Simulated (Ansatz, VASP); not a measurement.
One calculation of PbS, two programs

POSCAR

```
PbS
1.0
    3.5609248246      0.0000000000      0.0000000000
    0.0000000000      3.5609248246      0.0000000000
    0.0000000000      0.0000000000      3.5609248246
Pb S
1 1
Direct
    0.0000000000      0.0000000000      0.0000000000
    0.5000000000      0.5000000000      0.5000000000
```

Contents of INCAR.step1:

```
SYSTEM = PbS
PREC = Accurate ; ENCUT = 520
ISMEAR = -1 ; SIGMA = 0.02
LREAL = .False. ; LASPH = .True.
NELM = 80 ; NBANDS = 17
GGA = PE ; ALGO = Normal
EDIFF = 1E-4 ; LWAVE = .True.
LCHARG = .False.
```

File INCAR.step2:

```
SYSTEM = PbS
PREC = Accurate ; ENCUT = 520
EDIFF = 1E-7 ; ISMEAR = -1
SIGMA = 0.02 ; LREAL = .False.
LASPH = .True. ; NELM = 80
ALGO = Normal ; ISIF = 2
LWAVE = .False. ; LCHARG = .True.
METAGGA = R2SCAN ; LMIXTAU = .True.
LELF = .True. ; LVHAR = .True.
NBANDS = 17 ; ISTART = 1
```

File KPOINTS:

```
regular mesh
0
Gamma
  6 6 6
  0 0 0
```

Input for Ansatz:

```yaml
crystal:
  lattice:
    - [3.5609248246, 0.0, 0.0]
    - [0.0, 3.5609248246, 0.0]
    - [0.0, 0.0, 3.5609248246]
  atoms:
    - { symbol: Pb, position: [0.0, 0.0, 0.0] }
    - { symbol: S, position: [0.5, 0.5, 0.5] }
kpoints:
  mp_grid: { grid: [6, 6, 6] }
hamiltonian:
  xc: r2scan
scf:
  occupations: { method: fermi_dirac, width: 0.02 }
  n_extra_bands: 4
output:
  forces: true
  stress: true
  eigenvalues: true
```

Alike in both runs: task single point; functional r2SCAN; k mesh 6 × 6 × 6; occupations fermi-dirac, width 0.02 eV; no spin polarisation.

|  | VASP | Ansatz |
| --- | --- | --- |
| version | VASP 6.6.1 | Ansatz 0.2.0 |
| potentials or method | VASP PAW PBE potentials, release 64 (Pb_d, S) | plane waves, PAW |
| plane-wave cutoff (eV) | 520 | 500 |
| valence electrons in the cell | 20 | 20 |

```tsv
	VASP	Ansatz	Ansatz less VASP
pressure (GPa)	4.5	4.5	-0.02
```

VASP's potentials were made for PBE, not for r2SCAN. With one functional, cell and mesh, what is left measures potentials, basis and numerics.

Neither program's run includes spin-orbit coupling.
